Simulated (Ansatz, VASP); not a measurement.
**Hf: VASP beside Ansatz**

File INCAR:

```
SYSTEM = Hf
  ALGO = Normal
  EDIFF = 1E-6
  ENCUT = 520
  GGA = CA
  ISIF = 2
  ISMEAR = -1
  LASPH = .TRUE.
  LCHARG = .FALSE.
  LREAL = .FALSE.
  LWAVE = .FALSE.
  NBANDS = 28
  NELM = 100
  PREC = Accurate
  SIGMA = 0.05
```

KPOINTS

```
k-points
0
G
  12 8 7
  0 0 0
```

The input POSCAR:

```
Hf
1.0
   -1.5595069756      2.7011453164      0.0000000000
    0.0000000000      0.0000000000      4.9418267784
    4.6785209266      2.7011453164      0.0000000000
Hf
4
Direct
    0.5000000000      0.2500000000      0.1666666670
    0.0000000000      0.2500000000      0.6666666670
    0.0000000000      0.7500000000      0.3333333330
    0.5000000000      0.7500000000      0.8333333330
```

Input for Ansatz:

```yaml
crystal:
  lattice:
    - [-1.5595069756, 2.7011453164, 0.0]
    - [0.0, 0.0, 4.9418267784]
    - [4.6785209266, 2.7011453164, 0.0]
  atoms:
    - { symbol: Hf, position: [0.5, 0.25, 0.166666667] }
    - { symbol: Hf, position: [0.0, 0.25, 0.666666667] }
    - { symbol: Hf, position: [0.0, 0.75, 0.333333333] }
    - { symbol: Hf, position: [0.5, 0.75, 0.833333333] }
kpoints:
  mp_grid: { grid: [12, 8, 7] }
scf:
  occupations: { method: fermi_dirac, width: 0.05 }
hamiltonian:
  xc: lda
  pseudopotentials: { kind: paw }
output:
  forces: true
  stress: true
  eigenvalues: true
```

Alike in both runs: task single point; functional LDA; k mesh 12 × 8 × 7; occupations fermi-dirac, width 0.05 eV; no spin polarisation.

```csv
,VASP,Ansatz
version,VASP 6.6.1,Ansatz 0.2.0
potentials or method,"VASP PAW LDA potentials, release 64 (Hf_pv)","PAW with Ansatz's default frozen-core files, scalar-relativistic"
plane-wave cutoff (eV),520,420
valence electrons in the cell,40,104
```

```csv
,VASP,Ansatz,Ansatz less VASP
pressure (GPa),0.1,0.1,-0.09
"traceless stress, the component that is largest in VASP (GPa)",0.04,0.08,+0.040
```

LDA's correlation is that of Perdew and Zunger in VASP and of Perdew and Wang (1992) in Ansatz. VASP's potentials hold 40 valence electrons a cell and Ansatz's 104, so a difference there can come from the potentials and not from the codes.

Spin-orbit coupling is off throughout.
